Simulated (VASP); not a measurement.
Mg4Se, 5 atoms in the cell. Symmetry: P-43m, No. 215, cubic system. The conventional cell has a = 5.113 Å, b = 5.113 Å, c = 5.113 Å, α = 90.00°, β = 90.00°, γ = 90.00°. Mg (site symmetry 3m) has 1 Se at 2.57 Å and 3 Mg at 3.04 Å within 3.4 Å. Se (site symmetry -43m) has 4 Mg at 2.57 Å within 3.4 Å. The cell was built from a structure type or drawn by symmetry, and may not be a known phase.

```yaml
Program: VASP 6.6.1
Task: single point
Functional: PBE
Potentials_or_basis: VASP PAW PBE potentials, release 64 (Mg, Se)
Cutoff: 520 eV
k_mesh: 4 × 4 × 4
Occupations: gaussian, width 0.1 eV
Spin: no spin polarisation
Dipole_correction: no
Further_INCAR_settings: ALGO = Normal; EDIFF = 1e-06; NBANDS = 15
```

Potentials or basis: VASP PAW PBE potentials, release 64 (Mg, Se).

The run is started by

```bash
$ cat potpaw_PBE.64/Mg/POTCAR potpaw_PBE.64/Se/POTCAR > POTCAR
$ mpirun -np 1 vasp_std > vasp.out
```

Hardware: 1 thread of Intel(R) Xeon(R) 6975P-C (Granite Rapids), on a shared host.

Q: Estimate the wall time of this run.

A: It took 13 s on 1 thread of Intel(R) Xeon(R) 6975P-C (Granite Rapids), on a shared host, peak memory 0.23 GiB. Counts: scf iterations 13, k points 10.
